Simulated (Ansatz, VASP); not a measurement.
## Two plane-wave programs on NiO

Contents of INCAR:

```
PREC = Accurate
ENCUT = 520
EDIFF = 1E-8
ISMEAR = -1
SIGMA = 0.03
LREAL = F
LASPH = T
NELM = 150
ALGO = Normal
ISIF = 2
LWAVE = F
LCHARG = F
ISPIN = 2
MAGMOM = 1.5 0
LORBIT = 11
LMAXMIX = 4
GGA = PE
LEFG = T
NBANDS = 19
```

KPOINTS

```
regular mesh
0
Gamma
  17 17 17
```

POSCAR

```
NiO
1.0
    0.0000000000      2.1051601387      2.1051601387
    2.1051601387      0.0000000000      2.1051601387
    2.1051601387      2.1051601387      0.0000000000
Ni O
1 1
Direct
    0.0000000000      0.0000000000      0.0000000000
    0.5000000000      0.5000000000      0.5000000000
```

Input for Ansatz:

```yaml
crystal:
  lattice:
    - [0.0, 2.1051601387, 2.1051601387]
    - [2.1051601387, 0.0, 2.1051601387]
    - [2.1051601387, 2.1051601387, 0.0]
  atoms:
    - { symbol: Ni, position: [0.0, 0.0, 0.0], spin: 1.5 }
    - { symbol: O, position: [0.5, 0.5, 0.5] }
magnetization:
  spin_polarized: true
kpoints:
  mp_grid: { grid: [17, 17, 17] }
scf:
  occupations: { method: fermi_dirac, width: 0.03 }
hamiltonian:
  xc: pbe
  pseudopotentials: { kind: paw }
output:
  forces: true
  stress: true
  eigenvalues: true
  efg: { contact_densities: true }
```

Change from the starting cell: volume scaled by 1.02, PAW files.

Alike in both runs: task electric field gradients; functional PBE; k mesh 17 × 17 × 17; occupations fermi-dirac, width 0.03 eV; collinear spin.

|  | VASP | Ansatz |
| --- | --- | --- |
| version | VASP 6.6.1 | Ansatz 0.2.0 |
| potentials or method | VASP PAW PBE potentials, release 64 (Ni, O) | PAW with Ansatz's default frozen-core files, scalar-relativistic |
| plane-wave cutoff (eV) | 520 | 420 |
| valence electrons in the cell | 16 | 24 |

Ansatz gave:

* pressure (GPa): 0.7
* net moment per atom (μB): 0.90
* size of the moment on the site where the two differ most (μB): 0.29

Task: Which values does VASP return?

Result: Pressure (GPa): 0.3; net moment per atom (μB): 0.88; size of the moment on the site where the two differ most (μB): 0.27.

Site moments also hang on the region over which each program counts them. VASP's potentials hold 16 valence electrons a cell and Ansatz's 24, so a difference there can come from the potentials and not from the codes.
